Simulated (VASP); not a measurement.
Crystal: MgS (Niningerite).

```
Mg S
1.0
     0.00000    2.60152    2.60152
     2.60152    0.00000    2.60152
     2.60152    2.60152    0.00000
Mg S
1 1
Direct
  0.00000 0.00000 0.00000
  0.50000 0.50000 0.50000
```

Base run:

| Item | Value |
| --- | --- |
| Program | VASP 6.6.1 |
| Functional | r2SCAN |
| Potentials or basis | VASP PAW PBE potentials, release 64 (Mg, S) |
| Cutoff | 520 eV |
| k mesh | 6 × 6 × 6 |
| Occupations | gaussian, width 0.01 eV |
| Spin | no spin polarisation |

Its results: band gap on the k mesh 3.43 eV, indirect (least direct gap 4.62 eV); pressure -0.4 GPa.

After a change of settings the same cell gave: band gap on the k mesh 3.75 eV, indirect (least direct gap 4.80 eV); pressure -0.7 GPa. Which change was it?
A. functional from r2SCAN to HSE06; further incar settings from ALGO = Normal; EDIFF = 1e-07; NBANDS = 11 to ALGO = Normal; EDIFF = 1e-06; NBANDS = 11
B. further incar settings from ALGO = Normal; EDIFF = 1e-07; NBANDS = 11 to ALGO = Normal; EDIFF = 1e-06; NBANDS = 11
C. functional from r2SCAN to PBE; further incar settings from ALGO = Normal; EDIFF = 1e-07; NBANDS = 11 to ALGO = Normal; EDIFF = 1e-06; NBANDS = 11

A.

Caveats: the PAW data sets were made with another functional, which shifts forces and pressure a little.
